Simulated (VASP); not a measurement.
La2O3, 5 atoms in the cell. It takes space group P-3m1 (No. 164, trigonal). Conventional cell: a = 3.863 Å, b = 3.863 Å, c = 5.729 Å, α = 90.00°, β = 90.00°, γ = 120.00°. Within 3.1 Å of La (site symmetry 3m) lie 7 O at 2.32 to 2.62 Å. O (site symmetry -3m) has 6 La at 2.62 Å and 6 O at 3.00 Å within 3.5 Å. Within 3.1 Å of O (site symmetry 3m) lie 4 La at 2.32 to 2.36 Å and 6 O at 2.82 to 3.00 Å. 

```yaml
Program: VASP 6.6.1
Task: single point
Functional: PBEsol
Potentials_or_basis: VASP PAW PBE potentials, release 64 (La, O)
Cutoff: 520 eV
k_mesh: 8 × 8 × 5
Occupations: fermi-dirac, width 0.05 eV
Spin: no spin polarisation
Dipole_correction: no
Further_INCAR_settings: ALGO = Normal; EDIFF = 1e-07; NBANDS = 28
```

Potentials or basis: VASP PAW PBE potentials, release 64 (La, O).

Run with:

```console
$ cat potpaw_PBE.64/La/POTCAR potpaw_PBE.64/O/POTCAR > POTCAR
$ mpirun -np 1 vasp_std > vasp.out
```

Hardware: 1 thread of Intel Xeon 8259CL (shared host).

**Question.** Estimate the wall time of this run.

**Answer.** Wall time 2.7 min on 1 thread of Intel Xeon 8259CL, on a shared host, peak memory 0.25 GiB. Counts: scf iterations 17, k points 40.
